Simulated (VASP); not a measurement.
Wanted: the native input for a VASP 6.6.1 run.

```
Task                   : relaxation of cell and atoms
Functional             : PBEsol
Potentials or basis    : VASP PAW PBE potentials, release 64 (Nb_sv, B)
Cutoff                 : 600 eV
k mesh                 : 15 × 15 × 12
Occupations            : fermi-dirac, width 0.15 eV
Spin                   : no spin polarisation
Dipole correction      : no
Further INCAR settings : ALGO = Normal; EDIFF = 1e-06; IBRION = 2; EDIFFG = -0.001; NSW = 80; ISIF = 3
```

The structure of NbB2 lies in POSCAR:

```
NbB2
1.0
    3.0943402730      0.0000000000      0.0000000000
   -1.5471701365      2.6797772844      0.0000000000
    0.0000000000      0.0000000000      3.2915957266
Nb B
1 2
Direct
    0.0000000000      0.0000000000      0.0000000000
    0.3333333333      0.6666666667      0.5000000000
    0.6666666667      0.3333333333      0.5000000000
```

These files were run (other wordings do the same):

INCAR

```
PREC = Accurate
ENCUT = 600
EDIFF = 1E-6
ISMEAR = -1
SIGMA = 0.15
LREAL = False
LASPH = True
NELM = 100
ALGO = Normal
ISIF = 3
LWAVE = False
LCHARG = False
GGA = PS
IBRION = 2
NSW = 80
EDIFFG = -0.001
```

KPOINTS

```
regular mesh
0
Gamma
  15 15 12
```

Potentials or basis: VASP PAW PBE potentials, release 64 (Nb_sv, B).

The run is started by

```sh
$ cat potpaw_PBE.64/Nb_sv/POTCAR potpaw_PBE.64/B/POTCAR > POTCAR
$ mpirun -np 1 vasp_std > vasp.out
```

Results of the run:

```
Relaxed volume                         : 9.10 Å³/atom
Relaxed cell                           : a = 3.096 Å, b = 3.096 Å, c = 3.290 Å, α = 90.00°, β = 90.00°, γ = 120.00°
Space group after relaxing (to 0.05 Å) : P6/mmm (No. 191)
Energy gained by relaxing              : 0.0 meV/atom
Ionic steps                            : 11
Pressure after relaxing                : 0.0 GPa
```

Caveat: the PAW data sets were made with another functional, which shifts forces and pressure a little.

Wall time 2.9 min on 1 thread of AMD EPYC 9R14 (Zen 4) (shared host), peak memory 0.2 GiB.
